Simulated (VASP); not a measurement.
Wanted: the native input for a VASP 6.6.1 run.

| Property | Result |
| --- | --- |
| Task | single point |
| Functional | LDA |
| Potentials or basis | VASP PAW LDA potentials, release 64 (Tl_d, Br) |
| Cutoff | 500 eV |
| k mesh | 2 × 2 × 2 |
| Occupations | gaussian, width 0.01 eV |
| Spin | no spin polarisation |
| Dipole correction | no |
| Further INCAR settings | ALGO = Normal; EDIFF = 1e-06; NBANDS = 17 |

The structure of TlBr lies in POSCAR:

```
TlBr
1.0
    3.9949064284      0.0000000000      0.0000000000
    0.0000000000      3.9949064284      0.0000000000
    0.0000000000      0.0000000000      3.9949064284
Tl Br
1 1
Direct
    0.0000000000      0.0000000000      0.0000000000
    0.5000000000      0.5000000000      0.5000000000
```

These files were run (other wordings do the same):

INCAR

```
SYSTEM = TlBr
PREC = Accurate ; ENCUT = 500
EDIFF = 1E-6 ; ISMEAR = 0
SIGMA = 0.01 ; LREAL = .FALSE.
LASPH = .TRUE. ; NELM = 120
ALGO = Normal ; ISIF = 2
LWAVE = .FALSE. ; LCHARG = .FALSE.
GGA = CA ; NBANDS = 17
GGA_COMPAT = .FALSE.
```

KPOINTS

```
regular mesh
0
G
  2 2 2
  0 0 0
```

Potentials or basis: VASP PAW LDA potentials, release 64 (Tl_d, Br).

Run with:

```console
$ cat potpaw_LDA.64/Tl_d/POTCAR potpaw_LDA.64/Br/POTCAR > POTCAR
$ mpirun -np 1 vasp_std > vasp.out
```

It gave:

The pressure is 0.6 GPa and the band gap on the k mesh is 1.50 eV.

Caveat: the k points lie up to 0.79 Å⁻¹ apart; spin-orbit coupling is left out, which moves the levels of the heavy elements.

Run time: 4.1 s on 1 thread of AMD EPYC 7R13 Processor (Zen 3), on a shared host, peak memory 0.11 GiB.
